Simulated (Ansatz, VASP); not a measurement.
# One calculation of F, two programs

```
F
1.0
     2.84947   -1.88520    0.30071
     2.84947    1.88520    0.30071
    -0.87479    0.00000    7.10151
F
4
Direct
  0.91386 0.58555 0.09393
  0.41445 0.08614 0.40607
  0.08614 0.41445 0.90607
  0.58555 0.91386 0.59393
```

Change from the starting cell: volume 19.322 Å^3 an atom, stretch along a over the lengths across it, relative to the relaxed cell 0.9607.

Alike in both runs: task single point; functional PBE; dispersion D3(BJ); k mesh 8 × 8 × 4; occupations gaussian, width 0.05 eV; no spin polarisation.

|  | VASP | Ansatz |
| --- | --- | --- |
| version | VASP 6.6.1 | Ansatz 0.2.0 |
| potentials or method | VASP PAW PBE potentials, release 64 (F), cutoff 520 eV | scalar-relativistic, plane waves, PAW |
| valence electrons in the cell | 28 | 28 |

```csv
,VASP,Ansatz,Ansatz less VASP
gap on the k mesh at the Fermi level (eV),2.26,2.32,+0.059
least direct gap on the mesh (eV),2.26,2.32,+0.059
pressure (GPa),-4.4,-4.5,-0.08
"traceless stress, the component that is largest in VASP (GPa)",-5.32,-6.06,-0.747
rms of the force components (eV/Å),1.022,1.166,+0.1440
```

Atom by atom the forces differ by 0.144 eV/Å (rms over components).
